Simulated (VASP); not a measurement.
The system is CuO.

```
CELL_PARAMETERS angstrom
3.11067 0.00000 0.00000
0.00000 3.11067 0.00000
0.00000 0.00000 4.55462
ATOMIC_POSITIONS crystal
Cu 0.00000 0.00000 0.00000
Cu 0.50000 0.50000 0.00000
O 0.50000 0.00000 0.26700
O 0.00000 0.50000 0.73300
```

Base run:

* Program: VASP 6.6.1
* Functional: PBE
* Potentials or basis: VASP PAW PBE potentials, release 64 (Cu, O)
* Cutoff: 520 eV
* k mesh: 8 × 8 × 6
* Occupations: fermi-dirac, width 0.05 eV
* Spin: no spin polarisation

Its results: band gap on the k mesh zero (band 17 reaches 4.28 eV, above the bottom of band 18 at 3.38 eV); pressure 30.6 GPa; largest force 0.015 eV/Å.

Problem. The run is repeated on the same cell with these changes: functional from PBE to PBEsol. What comes out?

Solution. Band gap on the k mesh zero (band 17 reaches 4.15 eV, above the bottom of band 18 at 3.25 eV); pressure 22.8 GPa; largest force 0.427 eV/Å.

PBEsol binds more tightly than PBE, so the same cell stands under less pressure.

Caveats: semilocal functionals often make such compounds metallic where correlation or magnetic order opens a gap, which also shifts bond lengths; the PAW data sets were made with another functional, which shifts forces and pressure a little (some runs).
